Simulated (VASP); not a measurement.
Runs of VASP 6.6.1 on BN (Qingsongite). It takes space group F-43m (No. 216, cubic). The conventional cell has a = 3.610 Å, b = 3.610 Å, c = 3.610 Å, α = 90.00°, β = 90.00°, γ = 90.00°. Within 2.1 Å of B (site symmetry -43m) lie 4 N at 1.56 Å. N (site symmetry -43m) has 4 B at 1.56 Å within 2.1 Å. 

| level | potentials or basis | k mesh | cutoff (eV) | smearing | grid for exact exchange (PRECFOCK) | screening parameter | gap on the mesh (eV) | pressure (GPa) |
| --- | --- | --- | --- | --- | --- | --- | --- | --- |
| r2SCAN | VASP PAW PBE potentials, release 64 (B, N) | 8 × 8 × 8 | 660 | methfessel-paxton 0.5 eV | - | - | 4.98 | 1.2 |
| LDA | VASP PAW LDA potentials, release 64 (B, N) | 8 × 8 × 8 | 600 | gaussian 0.01 eV | - | - | 4.35 | -8.7 |
| r2SCAN | VASP PAW PBE potentials, release 64 (B, N) | 4 × 4 × 4 | 660 | gaussian 0.01 eV | - | - | (a) | 1.9 |
| HSE06 | VASP PAW PBE potentials, release 64 (B, N) | 4 × 4 × 4 | 520 | gaussian 0.01 eV | Normal | 0.2079 1/Å | (b) | -3.5 |
| r2SCAN | VASP PAW PBE potentials, release 64 (B, N) | 8 × 8 × 8 | 660 | gaussian 0.01 eV | - | - | 4.98 | 1.2 |

Alike in all rows: task single point; no spin polarisation; cell as given.

Task: Fill in the values left out.

Result: (a) 4.96; (b) 5.80.

Caveats: some runs use coarse meshes; the PAW data sets were made with another functional, which shifts forces and pressure a little (some runs).

A k mesh can miss the band edges.
